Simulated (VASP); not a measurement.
Here is a VASP 6.6.1 calculation.

File INCAR:

```
SYSTEM = Na
  ALGO = Normal
  EDIFF = 1E-6
  ENCUT = 520
  GGA = PS
  ISIF = 2
  ISMEAR = -1
  LASPH = .True.
  LCHARG = .False.
  LREAL = .False.
  LWAVE = .False.
  NBANDS = 14
  NELM = 80
  PREC = Accurate
  SIGMA = 0.05
```

File KPOINTS:

```
k-points
0
Gamma
  11 11 11
  0 0 0
```

Contents of POSCAR:

```
Na
1.0
    0.0000000000      3.7435885516      3.7435885516
    3.7435885516      0.0000000000      3.7435885516
    3.7435885516      3.7435885516      0.0000000000
Na
2
Direct
    0.0000000000      0.0000000000      0.0000000000
    0.2500000000      0.2500000000      0.2500000000
```

Potentials or basis: VASP PAW PBE potentials, release 64 (Na_pv).

Command:

```bash
$ cat potpaw_PBE.64/Na_pv/POTCAR > POTCAR
$ mpirun -np 1 vasp_std > vasp.out
```

Question: Estimate the band gap on the k mesh.

Answer: Zero (band 7 reaches -0.33 eV, above the bottom of band 8 at -0.81 eV).

Question: Predict the pressure.

Answer: 0.0 GPa.

Caveat: the PAW data sets were made with another functional, which shifts forces and pressure a little.
